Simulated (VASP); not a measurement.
Here is a VASP 6.6.1 calculation.

Contents of INCAR:

```
ALGO = Normal
DIPOL = 0.5 0.5 0.359
EDIFF = 1E-7
EDIFFG = -0.025
ENCUT = 520
GGA = PE
IBRION = 2
IDIPOL = 3
ISIF = 2
ISMEAR = 0
LASPH = T
LCHARG = F
LDIPOL = T
LREAL = F
LWAVE = F
NELM = 60
NSW = 36
PREC = Accurate
SIGMA = 0.1
```

The input KPOINTS:

```
k-points
0
Gamma
  9 9 1
```

POSCAR

```
Al3O
1.0
    2.8571514048      0.0000000000      0.0000000000
   -1.4285757024      2.4743656990      0.0000000000
    0.0000000000      0.0000000000     20.1016425027
Al O
3 1
Selective dynamics
Direct
    0.6666666667      0.3333333333      0.1989887145  F F F
    0.3333333333      0.6666666667      0.3134533097  F F F
    0.0000000000      0.0000000000      0.4279074459  F F F
    0.3333333333      0.1666666667      0.4946642746  F F T
```

Potentials or basis: VASP PAW PBE potentials, release 64 (Al, O).

Run with:

```sh
$ cat potpaw_PBE.64/Al/POTCAR potpaw_PBE.64/O/POTCAR > POTCAR
$ mpirun -np 1 vasp_std > vasp.out
```

Q: Estimate the band gap on the k mesh.

A: Zero (an odd number of electrons rules out a gap without spin polarisation).

Q: Estimate the energy gained by relaxing.

A: 9.3 meV/atom.

The path:
```csv
step,energy change (eV),largest force on free atoms (eV/Å),pressure (GPa)
1,0.0000,1.4903,2.29
2,-0.0327,0.4701,0.78
3,-0.0373,0.0024,1.16
```

Caveat: an odd number of electrons without spin polarisation forces a metal; a magnetic or distorted state may lie lower.
